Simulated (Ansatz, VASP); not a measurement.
Two plane-wave programs on SrO

INCAR

```
SYSTEM = SrO
  PREC = Accurate
  ENCUT = 520
  EDIFF = 1E-6
  ISMEAR = 0
  SIGMA = 0.01
  LREAL = .FALSE.
  LASPH = .TRUE.
  NELM = 60
  ALGO = Normal
  ISIF = 2
  LWAVE = .FALSE.
  LCHARG = .TRUE.
  GGA = PE
  LELF = .TRUE.
  LVHAR = .TRUE.
  NBANDS = 24
```

KPOINTS

```
Automatic mesh
0
G
  6 6 4
  0 0 0
```

The input POSCAR:

```
SrO
1.0
    3.6469457861      0.0000000000      0.0000000000
   -1.8234728930      3.1583476969      0.0000000000
    0.0000000000      0.0000000000      6.3654071881
Sr O
2 2
Direct
    0.3333333333      0.6666666667      0.2500000000
    0.6666666667      0.3333333333      0.7500000000
    0.0000000000      0.0000000000      0.0000000000
    0.0000000000      0.0000000000      0.5000000000
```

Input for Ansatz:

```yaml
crystal:
  lattice:
    - [3.6469457861, 0.0, 0.0]
    - [-1.823472893, 3.1583476969, 0.0]
    - [0.0, 0.0, 6.3654071881]
  atoms:
    - { symbol: Sr, position: [0.3333333333, 0.6666666667, 0.25] }
    - { symbol: Sr, position: [0.6666666667, 0.3333333333, 0.75] }
    - { symbol: O, position: [0.0, 0.0, 0.0] }
    - { symbol: O, position: [0.0, 0.0, 0.5] }
kpoints:
  mp_grid: { grid: [6, 6, 4] }
hamiltonian:
  xc: pbe
scf:
  occupations: { method: fixed }
  n_extra_bands: 5
output:
  forces: true
  stress: true
  eigenvalues: true
```

Alike in both runs: task single point; functional PBE; k mesh 6 × 6 × 4; no spin polarisation.

|  | VASP | Ansatz |
| --- | --- | --- |
| version | VASP 6.6.1 | Ansatz 0.2.0 |
| potentials or method | VASP PAW PBE potentials, release 64 (Sr_sv, O) | plane waves, PAW |
| plane-wave cutoff (eV) | 520 | 420 |
| occupations | gaussian, width 0.01 eV | fixed |
| valence electrons in the cell | 32 | 32 |

|  | VASP | Ansatz | Ansatz less VASP |
| --- | --- | --- | --- |
| gap on the k mesh at the Fermi level (eV) | 2.65 | 2.65 | +0.003 |
| pressure (GPa) | -3.8 | -4.2 | -0.39 |
| traceless stress, the component that is largest in VASP (GPa) | -0.47 | -0.45 | +0.013 |
